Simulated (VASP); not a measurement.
# As: relaxation of cell and atoms with LDA

Crystal: As.

```
As
1.0
     1.87975    1.08527    3.48577
    -1.87975    1.08527    3.48577
     0.00000   -2.17055    3.48577
As
2
Direct
  0.22754 0.22754 0.22754
  0.77246 0.77246 0.77246
```

| Item | Value |
| --- | --- |
| Program | VASP 6.6.1 |
| Task | relaxation of cell and atoms |
| Functional | LDA |
| Potentials or basis | VASP PAW LDA potentials, release 64 (As) |
| Cutoff | 600 eV |
| k mesh | 14 × 14 × 14 |
| Occupations | gaussian, width 0.05 eV |
| Spin | no spin polarisation |
| Dipole correction | no |
| Further INCAR settings | ALGO = Normal; EDIFF = 1e-06; IBRION = 2; EDIFFG = -0.01; NSW = 80; ISIF = 3 |

| Quantity | Value |
| --- | --- |
| Relaxed volume | 20.43 Å³/atom |
| Relaxed cell | a = 3.974 Å, b = 3.974 Å, c = 3.974 Å, α = 56.56°, β = 56.56°, γ = 56.56° |
| Space group after relaxing (to 0.1 Å) | R-3m (No. 166) |
| Energy gained by relaxing | 8.7 meV/atom |
| Ionic steps | 9 |
| Pressure after relaxing | 0.0 GPa |
| Largest force after relaxing | 0.009 eV/Å |
| Band gap on the k mesh | zero (bands 5 and 6 overlap by 0.43 eV) |

Forces in eV/Å, atoms in the order of the input:
```
As   0.000  0.000  0.009
As   0.000  0.000 -0.009
```

The path:
| step | energy change (eV) | largest force (eV/Å) | pressure (GPa) | volume (Å³) |
| --- | --- | --- | --- | --- |
| 1 | 0.0000 | 0.1354 | -1.11 | 42.67 |
| 2 | -0.0067 | 0.1915 | 0.16 | 41.76 |
| 3 | -0.0077 | 0.2216 | 0.90 | 41.27 |
| 4 | -0.0119 | 0.1412 | 0.71 | 41.12 |
| 5 | -0.0166 | 0.0714 | 0.25 | 40.65 |
| 6 | -0.0166 | 0.0538 | 0.28 | 40.69 |
| 7 | -0.0172 | 0.0364 | 0.03 | 40.82 |
| 8 | -0.0174 | 0.0218 | -0.17 | 40.94 |
| 9 | -0.0175 | 0.0088 | 0.01 | 40.87 |

Final structure:
```
As
1.0
     1.88306    1.08719    3.32691
    -1.88306    1.08719    3.32691
     0.00000   -2.17438    3.32691
As
2
Direct
  0.23085 0.23085 0.23085
  0.76915 0.76915 0.76915
```

Levels at points of the mesh, in eV from the Fermi level:
```tsv
k point	band 3	band 4	band 5	band 6	band 7	band 8
(0.00, 0.00, 0.00)	-2.46	-2.19	-2.19	2.10	3.10	3.10
(0.50, 0.00, 0.00)	-2.64	-2.43	-0.41	-0.36	0.17	0.74
(0.50, 0.50, 0.00)	-6.55	-4.52	-4.46	1.48	5.73	6.68
(0.50, 0.50, 0.50)	-1.81	-1.81	-0.76	0.22	0.22	1.48
```

Wall time 3.2 min on 1 thread of Intel(R) Xeon(R) 6975P-C (Granite Rapids), with other jobs on the host, peak memory 0.26 GiB.
